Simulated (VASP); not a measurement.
Runs of VASP 6.6.1 on SrCl2. The structure is that of space group I4/mmm (No. 139), or close to it. The cells are those of the table. 

| cell | gap on the mesh (eV) | pressure (GPa) |
| --- | --- | --- |
| a = 5.004, b = 5.004, c = 5.084 Å, angles 59.5, 59.5, 61.1°, 3 atoms | 4.97 | -0.9 |
| a = 4.784, b = 4.784, c = 4.972 Å, angles 58.7, 58.7, 62.6°, 3 atoms | 4.97 | 3.6 |
| a = 5.132, b = 5.132, c = 4.922 Å, angles 61.3, 61.3, 57.3°, 3 atoms | 4.73 | -1.3 |
| a = 4.971, b = 4.971, c = 5.166 Å, angles 58.7, 58.7, 62.6°, 3 atoms | 4.65 | (a) |
| a = 5.089, b = 5.089, c = 4.923 Å, angles 61.1, 61.1, 57.9°, 3 atoms | 4.87 | -0.9 |
| a = 5.018, b = 5.018, c = 5.137 Å, angles 59.2, 59.2, 61.6°, 3 atoms | 4.82 | -1.3 |
| a = 4.981, b = 4.981, c = 5.138 Å, angles 59.0, 59.0, 62.1°, 3 atoms | (b) | -0.9 |
| a = 4.996, b = 4.996, c = 5.192 Å, angles 58.7, 58.7, 62.6°, 3 atoms | 4.61 | -1.3 |

Alike in all rows: task single point; level PBE; potentials or basis VASP PAW PBE potentials, release 64 (Sr_sv, Cl); no spin polarisation; k mesh 6 × 6 × 6; cutoff (eV) 520; smearing gaussian 0.05 eV.

Question: Fill in the values left out.

Answer: (a) -0.8; (b) 4.77.

Caveats: the cell stands under pressure (at least some runs).

A k mesh can miss the band edges, and the runs leave out spin-orbit coupling on Sr.
